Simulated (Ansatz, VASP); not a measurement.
## One calculation of CoO, two programs

```
Co O
1.0
     0.00000    2.34977    2.34977
     2.34977    0.00000    2.34977
     2.34977    2.34977    0.00000
Co O
1 1
Direct
  0.00000 0.00000 0.00000
  0.25000 0.25000 0.25000
```

Alike in both runs: task single point; functional PBE; k mesh 14 × 14 × 14; occupations gaussian, width 0.02 eV; collinear spin; Hubbard terms Co d U = 3.32 eV.

```csv
,VASP,Ansatz
version,VASP 6.6.1,Ansatz 0.2.0
potentials or method,"VASP PAW PBE potentials, release 64 (Co, O), cutoff 520 eV","scalar-relativistic, plane waves, PAW"
valence electrons in the cell,15,23
```

```tsv
	VASP	Ansatz	Ansatz less VASP
gap on the k mesh at the Fermi level (eV)	0.60	0.45	-0.149
least direct gap on the mesh (eV)	0.60	0.45	-0.149
pressure (GPa)	-6.1	-4.7	+1.45
net moment per atom (μB)	1.50	1.50	0.000
size of the moment on the site where the two differ most (μB)	2.72	2.50	-0.213
```

Site moments also hang on the region over which each program counts them. The programs project onto different local orbitals, so the same U acts differently, and such runs can settle in different states. VASP's potentials hold 15 valence electrons a cell and Ansatz's 23, so a difference there can come from the potentials and not from the codes.
